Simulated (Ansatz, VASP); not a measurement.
## Two plane-wave programs on TiAl2

```
CELL_PARAMETERS angstrom
1.92262 -5.94496 0.00000
1.92262 5.94496 0.00000
0.00000 0.00000 4.12733
ATOMIC_POSITIONS crystal
Ti 0.65606 0.34394 0.00000
Ti 0.34394 0.65606 0.00000
Al 0.00000 0.00000 0.00000
Al 0.82698 0.17302 0.50000
Al 0.17302 0.82698 0.50000
Al 0.50000 0.50000 0.50000
```

Change from the starting cell: volume 15.725 Å^3 an atom, stretch along c over the lengths across it, relative to the relaxed cell 1.0549.

Alike in both runs: task single point; functional LDA; k mesh 12 × 12 × 12; occupations gaussian, width 0.15 eV; no spin polarisation.

```csv
,VASP,Ansatz
version,VASP 6.6.1,Ansatz 0.2.0
potentials or method,"VASP PAW LDA potentials, release 64 (Ti_sv, Al), cutoff 520 eV","scalar-relativistic, plane waves, PAW"
valence electrons in the cell,36,36
```

|  | VASP | Ansatz | Ansatz less VASP |
| --- | --- | --- | --- |
| gap on the k mesh at the Fermi level (eV) | none | none | - |
| pressure (GPa) | -3.9 | -4.1 | -0.17 |
| traceless stress, the component that is largest in VASP (GPa) | -4.78 | -4.77 | +0.015 |
| rms of the force components (eV/Å) | 0.055 | 0.054 | -0.0010 |

Ansatz warns that its potentials were made for another functional, while VASP's fit it. LDA's correlation is that of Perdew and Zunger in VASP and of Perdew and Wang (1992) in Ansatz. Atom by atom the forces differ by 0.002 eV/Å (rms over components). A gap of «none» marks a metal or a gap that the smearing closes.
